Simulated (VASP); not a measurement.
Wanted: the native input for a VASP 6.6.1 run.

- Task: single point
- Functional: PBEsol
- Potentials or basis: VASP PAW PBE potentials, release 64 (Lu)
- Cutoff: 520 eV
- k mesh: 9 × 9 × 9
- Occupations: fermi-dirac, width 0.1 eV
- Spin: no spin polarisation
- Dipole correction: no
- Further INCAR settings: ALGO = Normal; EDIFF = 1e-07; NBANDS = 18

The structure of Lu lies in POSCAR:

```
Lu
1.0
   -1.9122533816      1.9122533816      1.9122533816
    1.9122533816     -1.9122533816      1.9122533816
    1.9122533816      1.9122533816     -1.9122533816
Lu
1
Direct
    0.0000000000      0.0000000000      0.0000000000
```

These files were run (other wordings do the same):

INCAR

```
SYSTEM = Lu
PREC = Accurate
ENCUT = 520
EDIFF = 1E-7
ISMEAR = -1
SIGMA = 0.1
LREAL = .False.
LASPH = .True.
NELM = 80
ALGO = Normal
ISIF = 2
LWAVE = .False.
LCHARG = .True.
GGA = PS
LELF = .True.
LVHAR = .True.
NBANDS = 18
```

KPOINTS

```
Automatic mesh
0
Gamma
  9 9 9
  0 0 0
```

Potentials or basis: VASP PAW PBE potentials, release 64 (Lu).

The run is started by

```console
$ cat potpaw_PBE.64/Lu/POTCAR > POTCAR
$ mpirun -np 1 vasp_std > vasp.out
```

Results of the run:

```json
{
  "Pressure": "0.1 GPa"
}
```

Caveat: the PAW data sets were made with another functional, which shifts forces and pressure a little.

Run time: 20 s on 1 thread of Intel(R) Xeon(R) Platinum 8488C (Sapphire Rapids), on a shared host, peak memory 0.17 GiB.
